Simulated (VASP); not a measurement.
# Ge (Cmcm) in VASP: single point with r2SCAN

Aim: the single point of Ge with r2SCAN.

Program: VASP 6.6.1. These are calculated values, not measurements. Logs are shortened: lines on timing, memory, paths and dates and some standing lists are left out, and cuts for length are marked.

## (1) The cell of the first run

The typed cell holds 2 atoms: a = 2.976 Å, b = 2.976 Å, c = 5.299 Å, α = 90.00°, β = 90.00°, γ = 123.98°.

## (2) Single point, r2SCAN (strain +0.0400 x Voigt [0, 1, 0, 0, 0, 0])

POSCAR

```
Ge
1.0
    1.3975921240     -2.6272632312      0.0000000000
    1.3975921240      2.6272632312      0.0000000000
    0.0000000000      0.0000000000      5.2992283745
Ge
2
Direct
    0.5002627511      0.4997372489      0.2500000000
    0.4997372489      0.5002627511      0.7500000000
```

INCAR.step1

```
  PREC = Accurate
  ENCUT = 520
  ISMEAR = 0
  SIGMA = 0.15
  LREAL = False
  LASPH = True
  NELM = 60
  NBANDS = 21
  GGA = PE
  ALGO = Normal
  EDIFF = 1E-4
  LWAVE = True
  LCHARG = False
```

INCAR.step2

```
  PREC = Accurate
  ENCUT = 520
  EDIFF = 1E-6
  ISMEAR = 0
  SIGMA = 0.15
  LREAL = False
  LASPH = True
  NELM = 60
  ALGO = Normal
  ISIF = 2
  LWAVE = False
  LCHARG = False
  METAGGA = R2SCAN
  LMIXTAU = True
  NBANDS = 21
  ISTART = 1
```

KPOINTS

```
Automatic mesh
0
Gamma
  24 24 12
```

Potentials or basis: VASP PAW PBE potentials, release 64 (Ge_d).

Run with:

```
$ cat potpaw_PBE.64/Ge_d/POTCAR > POTCAR
$ cp INCAR.step1 INCAR
$ mpirun -np 1 vasp_std > vasp.out
$ cp INCAR.step2 INCAR
$ mpirun -np 1 vasp_std > vasp.out
```

OUTCAR:

```text
PREC = Accurate
   ENCUT = 520
   EDIFF = 1E-6
   ISMEAR = 0
   LREAL = False
   LASPH = True
   NELM = 60
   ISIF = 2
   METAGGA = R2SCAN
   ISTART = 1

 ion  position               nearest neighbor table
   1  0.500  0.500  0.250-   2 2.65   2 2.65
   2  0.500  0.500  0.750-   1 2.65   1 2.65

  LATTYP: Found a base centered orthorhombic cell.
 ALAT       =     2.7951842480
 B/A-ratio  =     1.8798497688
 C/A-ratio  =     1.8958422431

  Lattice vectors:

 A1 = (   1.3975921240,  -2.6272632312,   0.0000000000)
 A2 = (   1.3975921240,   2.6272632312,   0.0000000000)
 A3 = (   0.0000000000,   0.0000000000,   5.2992283745)

Analysis of symmetry for initial positions (statically):
=====================================================================
 Subroutine PRICEL returns:
 Original cell was already a primitive cell.

 Routine SETGRP: Setting up the symmetry group for a
 base centered orthorhombic supercell.

 Subroutine GETGRP returns: Found  8 space group operations
 (whereof  4 operations were pure point group operations)
 out of a pool of  8 trial point group operations.

The static configuration has the point symmetry C_2h.
 The point group associated with its full space group is D_2h.

Analysis of symmetry for dynamics (positions and initial velocities):
=====================================================================
 Subroutine PRICEL returns:
 Original cell was already a primitive cell.

 Routine SETGRP: Setting up the symmetry group for a
 base centered orthorhombic supercell.

 Subroutine GETGRP returns: Found  8 space group operations
 (whereof  4 operations were pure point group operations)
 out of a pool of  8 trial point group operations.

The dynamic configuration has the point symmetry C_2h.
 The point group associated with its full space group is D_2h.

 Subroutine INISYM returns: Found  8 space group operations
 (whereof  4 operations are pure point group operations),
 and found     1 'primitive' translations

----------------------------------------------------------------------------------------

                                     Primitive cell

  volume of cell :      38.9159

  direct lattice vectors                    reciprocal lattice vectors
     1.397592124 -2.627263231  0.000000000     0.357758170 -0.190312107  0.000000000
     1.397592124  2.627263231  0.000000000     0.357758170  0.190312107  0.000000000
     0.000000000  0.000000000  5.299228375     0.000000000  0.000000000  0.188706719

  length of vectors
     2.975865560  2.975865560  5.299228375     0.405227844  0.405227844  0.188706719

  position of ions in fractional coordinates (direct lattice)
     0.500262751  0.499737249  0.250000000
     0.499737249  0.500262751  0.750000000

  ion indices of the primitive-cell ions
   primitive index   ion index
                 1           1
                 2           2

----------------------------------------------------------------------------------------

 KPOINTS: Automatic mesh

Automatic generation of k-mesh.
 Grid dimensions read from file:
 generate k-points for:   24   24   12

 Generating k-lattice:

  Cartesian coordinates                     Fractional coordinates (reciprocal lattice)
     0.014906590 -0.007929671  0.000000000     0.041666667  0.000000000  0.000000000
     0.014906590  0.007929671  0.000000000     0.000000000  0.041666667  0.000000000
     0.000000000  0.000000000  0.015725560     0.000000000  0.000000000  0.083333333

  Length of vectors
     0.016884494  0.016884494  0.015725560

  Shift w.r.t. Gamma in fractional coordinates (k-lattice)
     0.000000000  0.000000000  0.000000000

 Subroutine IBZKPT returns following result:
 ===========================================

 Found   1099 irreducible k-points:

 Following reciprocal coordinates:
            Coordinates               Weight
  0.000000  0.000000  0.000000      1.000000
  0.041667  0.000000  0.000000      4.000000
  0.083333 -0.000000  0.000000      4.000000
  0.125000  0.000000  0.000000      4.000000
  0.166667  0.000000  0.000000      4.000000
  0.208333  0.000000  0.000000      4.000000
[... 16 lines left out ...]
  0.416667  0.041667  0.000000      4.000000
  0.458333  0.041667  0.000000      4.000000
 [... further k-points ...]
   k-points           NKPTS =   1099   k-points in BZ     NKDIM =   1099   number of bands    NBANDS=     21
   number of dos      NEDOS =    301   number of ions     NIONS =      2
   total plane-waves  NPLWV =  23040
   dimension x,y,z NGX =    24 NGY =   24 NGZ =   40
   dimension x,y,z NGXF=    48 NGYF=   48 NGZF=   80
   ions per type =               2
   NGX,Y,Z   is equivalent  to a cutoff of  13.41, 13.41, 12.55 a.u.
   NGXF,Y,Z  is equivalent  to a cutoff of  26.82, 26.82, 25.10 a.u.
 SYSTEM =  unknown system
   PREC   = accura    normal or accurate (medium, high low for compatibility)
   ISTART =      1    job   : 0-new  1-cont  2-samecut
   ICHARG =      0    charge: 1-file 2-atom 10-const
   ISPIN  =      1    spin polarized calculation?
   LNONCOLLINEAR =      F non collinear calculations
   LSORBIT =      F    spin-orbit coupling
   LASPH  =      T    aspherical Exc in radial PAW
   ENCUT  =  520.0 eV  38.22 Ry    6.18 a.u.   5.53  5.53  9.85*2*pi/ulx,y,z
   NELM   =     60;   NELMIN=  2; NELMDL=  0     # of ELM steps
   EDIFF  = 0.1E-05   stopping-criterion for ELM
   LREAL  =      F    real-space projection
[... 7 lines left out ...]
   TEBEG  =    0.0;   TEEND  =   0.0 temperature during run
   PSTRESS=    0.0 pullay stress
   NELECT =      28.0000    total number of electrons
   NUPDOWN=      -1.0000    fix difference up-down
   EMIN   =  10.00;   EMAX   =-10.00  energy-range for DOS
   EFERMI =   0.00;   METHOD = LEGACY
   ISMEAR =     0;   SIGMA  =   0.15  broadening in eV -4-tet -1-fermi 0-gaus
   EFERMI_NEDOS =   21; number of points for ismear=-14 and -15
   IALGO  =     38    algorithm
   IMIX   =      4    mixing-type and parameters
     AMIX     =   0.40;   BMIX     =  1.00
     AMIX_MAG =   1.60;   BMIX_MAG =  1.00
  volume/ion in A,a.u.               =      19.46       131.31
  Fermi-wavevector in a.u.,A,eV,Ry     =   1.466961  2.772155 29.279399  2.151975
  Thomas-Fermi vector in A             =   2.582636
   LORBIT       =      0    0 simple, 1 ext, 2 COOP (PROOUT), +10 PAW based schemes
   METAGGA = R2SCAN    functional components
   LHFCALC =     F    Hartree Fock is set to
   AEXX    =    0.0000 exact exchange contribution
   IVDW    =     0    specifies the selected vdW correction
   LEPSILON=     F    determine dielectric tensor
   LRPA    =     F    only Hartree local field effects (RPA)
 non-spin polarized calculation
 Gauss-broadening in eV      SIGMA  =   0.15
  energy-cutoff  :      520.00
  volume of cell :       38.92
 maximum number of plane-waves:      1070
 NGX is ok and might be reduce to    24
   NGX = 11   NGY = 11   NGZ = 19

 number of electron      28.0000015 magnetization

 Free energy of the ion-electron system (eV)
  ---------------------------------------------------
  ext. energy  EPLUGINS =         0.00000000
  ---------------------------------------------------
  free energy    TOTEN  =       -26.95226184 eV

  energy without entropy =      -26.94213105  energy(sigma->0) =      -26.94719644

 E-fermi :   6.1913     XC(G=0): -12.1173

 val. band max:        6.1900919853   @ k =  -0.1250   0.0417   0.5000
 cond. band min:       6.1938931758   @ k =  -0.2917   0.2083   0.1667
 fundamental gap:      0.0038011905
 Fermi energy:         6.1912839913

 k-point     1 :       0.0000    0.0000    0.0000
  band No.  band energies     occupation
      1     -19.3315      2.00000
      2     -19.2514      2.00000
      3     -19.2393      2.00000
      4     -19.1920      2.00000
      5     -19.1809      2.00000
      6     -19.1663      2.00000
[... 13 lines left out ...]
     20      19.1570      0.00000
     21      21.8886      0.00000

 k-point     2 :       0.0417    0.0000    0.0000
  band No.  band energies     occupation
      1     -19.3302      2.00000
      2     -19.2493      2.00000
      3     -19.2371      2.00000
      4     -19.1924      2.00000
      5     -19.1813      2.00000
      6     -19.1667      2.00000
[... 13 lines left out ...]
     20      19.2992      0.00000
     21      20.8595      0.00000

 k-point     3 :       0.0833   -0.0000    0.0000
  band No.  band energies     occupation
      1     -19.3265      2.00000
      2     -19.2435      2.00000
      3     -19.2308      2.00000
      4     -19.1933      2.00000
      5     -19.1822      2.00000
      6     -19.1680      2.00000
[... 13 lines left out ...]
     20      19.2190      0.00000
     21      20.4324      0.00000

 k-point     4 :       0.1250    0.0000    0.0000
  band No.  band energies     occupation
      1     -19.3211      2.00000
      2     -19.2348      2.00000
      3     -19.2219      2.00000
      4     -19.1938      2.00000
      5     -19.1829      2.00000
      6     -19.1704      2.00000
[... 13 lines left out ...]
     20      18.8941      0.00000
     21      19.8821      0.00000

 k-point     5 :       0.1667    0.0000    0.0000
  band No.  band energies     occupation
      1     -19.3146      2.00000
      2     -19.2259      2.00000
      3     -19.2138      2.00000
      4     -19.1915      2.00000
      5     -19.1810      2.00000
      6     -19.1744      2.00000
[... 13 lines left out ...]
     20      18.4739      0.00000
     21      19.0797      0.00000
[... 382 lines left out ...]
     20      16.7127      0.00000
     21      19.0279      0.00000

 k-point    22 :       0.3750    0.0417    0.0000
  band No.  band energies     occupation
      1     -19.2952      2.00000
      2     -19.2317      2.00000
      3     -19.2242      2.00000
      4     -19.2165      2.00000
      5     -19.1788      2.00000
      6     -19.1116      2.00000
[... 13 lines left out ...]
     20      17.2330      0.00000
     21      18.8530      0.00000

 k-point    23 :       0.4167    0.0417    0.0000
  band No.  band energies     occupation
      1     -19.2957      2.00000
      2     -19.2349      2.00000
      3     -19.2291      2.00000
      4     -19.2145      2.00000
      5     -19.1801      2.00000
      6     -19.1147      2.00000
[... 13 lines left out ...]
     20      17.6628      0.00000
     21      18.7674      0.00000

 k-point    24 :       0.4583    0.0417    0.0000
  band No.  band energies     occupation
      1     -19.2961      2.00000
      2     -19.2363      2.00000
      3     -19.2313      2.00000
      4     -19.2130      2.00000
      5     -19.1808      2.00000
      6     -19.1161      2.00000
[... 13 lines left out ...]
     20      17.9064      0.00000
     21      18.7393      0.00000

 [... further k-points ...]

------------------------ aborting loop because EDIFF is reached ----------------------------------------

  FORCE on cell =-STRESS in cart. coord.  units (eV):
  Direction    XX          YY          ZZ          XY          YZ          ZX
  --------------------------------------------------------------------------------------
  -------------------------------------------------------------------------------------
  Total       -0.6412597     -1.1198738     -0.1500302      0.0000000      0.0000000      0.0000000
  in kB      -26.4008481    -46.1055288     -6.1767857      0.0000000      0.0000000      0.0000000
  external PRESSURE =     -26.2277209 kB  Pullay stress =       0.0000000 kB

 VOLUME and BASIS-vectors are now :
 -----------------------------------------------------------------------------
  energy-cutoff  :      520.00
  volume of cell :       38.92
      direct lattice vectors                 reciprocal lattice vectors
     1.397592124 -2.627263231  0.000000000     0.357758170 -0.190312107  0.000000000
     1.397592124  2.627263231  0.000000000     0.357758170  0.190312107  0.000000000
     0.000000000  0.000000000  5.299228375     0.000000000  0.000000000  0.188706719

 POSITION                                       TOTAL-FORCE (eV/Angst)
 -----------------------------------------------------------------------------------
      1.39759     -0.00138      1.32481         0.000000      0.001370      0.000000
      1.39759      0.00138      3.97442         0.000000     -0.001370      0.000000
 -----------------------------------------------------------------------------------
    total drift:                                0.000000     -0.000000     -0.000000

  FREE ENERGIE OF THE ION-ELECTRON SYSTEM (eV)
  ---------------------------------------------------
  free  energy   TOTEN  =       -26.9522618383 eV

  energy  without entropy=      -26.9421310499  energy(sigma->0) =      -26.94719644
```

Run time: 46 min. Hardware: 1 thread of Oxide Virtual Turin-like, shared host; peak memory 0.71 GiB.

Results:

| Item | Value |
| --- | --- |
| Free energy | -26.9523 eV |
| Pressure | -2.6 GPa |
| Band gap on the k mesh | zero (bands 14 and 15 overlap by 9.52 eV) |

Stress tensor (GPa, compression positive):
```
-2.64  0.00  0.00
 0.00 -4.61  0.00
 0.00  0.00 -0.62
```

Levels at points of the mesh, in eV from the Fermi level:
```csv
k point,band 12,band 13,band 14,band 15,band 16,band 17
"(0.00, 0.00, 0.00)",-9.31,-5.98,7.05,7.67,8.86,10.37
"(0.50, 0.00, 0.00)",-5.63,-3.47,-2.29,-1.94,3.32,4.13
"(0.50, 0.50, 0.00)",-5.86,-4.64,-2.68,-2.46,3.72,5.42
"(0.00, 0.00, 0.50)",-12.23,-0.26,-0.26,8.33,8.33,10.14
"(0.50, 0.00, 0.50)",-6.94,-4.37,-4.37,4.28,4.28,4.58
"(0.50, 0.50, 0.50)",-7.97,-4.60,-4.60,3.43,3.43,6.68
```

Caveat: the cell differs from its parent crystal (strain +0.0400 x Voigt [0, 1, 0, 0, 0, 0]); the PAW data sets were made with another functional, which shifts forces and pressure a little.
